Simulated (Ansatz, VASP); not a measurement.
# ZrC4 in VASP and in Ansatz

```xyz
5
Lattice="-1.6909 1.6909 4.0875 1.6909 -1.6909 4.0875 1.6909 1.6909 -4.0875" Properties=species:S:1:pos:R:3 pbc="T T T"
Zr    0.0000    0.0000    0.0000
C     0.0000    1.6909    2.0437
C     1.6909    0.0000    2.0437
C     0.0000    0.0000    3.4213
C     0.0000    0.0000    4.7536
```

Change from the starting cell: species swapped into the SrGa4 type (I4/mmm, No. 139).

Alike in both runs: functional PBE; k mesh 16 × 16 × 16; occupations gaussian, width 0.1 eV; no spin polarisation.

Ansatz relaxed the structure, and its values are those at the end. VASP's run is a single point on that final structure, the one shown.

|  | VASP | Ansatz |
| --- | --- | --- |
| version | VASP 6.6.1 | Ansatz 0.2.0 |
| potentials or method | VASP PAW PBE potentials, release 64 (Zr_sv, C), cutoff 520 eV | scalar-relativistic, plane waves, PAW |
| valence electrons in the cell | 28 | 28 |

VASP gave:

```
gap on the k mesh at the Fermi level (eV) : none
pressure (GPa)                            : 0.3
rms of the force components (eV/Å)        : 0.033
```

Problem. Which values does Ansatz return?

Solution. gap on the k mesh at the Fermi level (eV): none; pressure (GPa): 0.0; rms of the force components (eV/Å): 0.000.

A gap of «none» marks a metal or a gap that the smearing closes. The functional is the same, so the differences come from potentials, cutoffs and numerics.
